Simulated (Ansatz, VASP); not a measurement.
## One calculation of Hf, two programs

Contents of INCAR:

```
SYSTEM = Hf
PREC = Accurate
ENCUT = 520
EDIFF = 1E-7
ISMEAR = -1
SIGMA = 0.05
LREAL = .False.
LASPH = .True.
NELM = 60
ALGO = Normal
ISIF = 2
LWAVE = .False.
LCHARG = .False.
GGA = PE
NBANDS = 17
```

KPOINTS

```
regular mesh
0
Gamma
  13 13 7
  0 0 0
```

The input POSCAR:

```
Hf
1.0
    3.2286655094      0.0000000000      0.0000000000
   -1.6143327547      2.7961063515      0.0000000000
    0.0000000000      0.0000000000      5.0578000000
Hf
2
Direct
    0.3333333333      0.6666666667      0.2500000000
    0.6666666667      0.3333333333      0.7500000000
```

Input for Ansatz:

```yaml
crystal:
  lattice:
    - [3.2286655094, 0.0, 0.0]
    - [-1.6143327547, 2.7961063515, 0.0]
    - [0.0, 0.0, 5.0578]
  atoms:
    - { symbol: Hf, position: [0.3333333333, 0.6666666667, 0.25] }
    - { symbol: Hf, position: [0.6666666667, 0.3333333333, 0.75] }
kpoints:
  mp_grid: { grid: [13, 13, 7] }
  band_path:
    path:
      - [0.0, 0.0, 0.0]
      - [0.5, 0.0, 0.0]
      - [0.3333333333, 0.3333333333, 0.0]
      - [0.0, 0.0, 0.0]
      - [0.0, 0.0, 0.5]
      - [0.5, 0.0, 0.5]
      - [0.3333333333, 0.3333333333, 0.5]
      - [0.0, 0.0, 0.5]
      - [0.5, 0.0, 0.5]
    npoints: 5
scf:
  occupations: { method: fermi_dirac, width: 0.05 }
hamiltonian:
  xc: pbe
  pseudopotentials: { kind: all_electron, lapw: { basis_error: 0.0005 } }
output:
  forces: true
  stress: true
  eigenvalues: true
```

Change from the starting cell: equal xx and yy strain of +1 %.

Alike in both runs: task single point; functional PBE; k mesh 13 × 13 × 7; occupations fermi-dirac, width 0.05 eV; no spin polarisation.

|  | VASP | Ansatz |
| --- | --- | --- |
| version | VASP 6.6.1 | Ansatz 0.2.0 |
| potentials or method | VASP PAW PBE potentials, release 64 (Hf_pv), cutoff 520 eV | all-electron LAPW, scalar-relativistic |

VASP gave:

```
pressure (GPa)                                                : -1.7
traceless stress, the component that is largest in VASP (GPa) : 0.62
```

Question: Which values does Ansatz return?

Answer: Pressure (GPa): -1.3; traceless stress, the component that is largest in VASP (GPa): 0.69.

Ansatz ran all-electron here, and VASP with PAW potentials.

Spin-orbit coupling is off throughout.
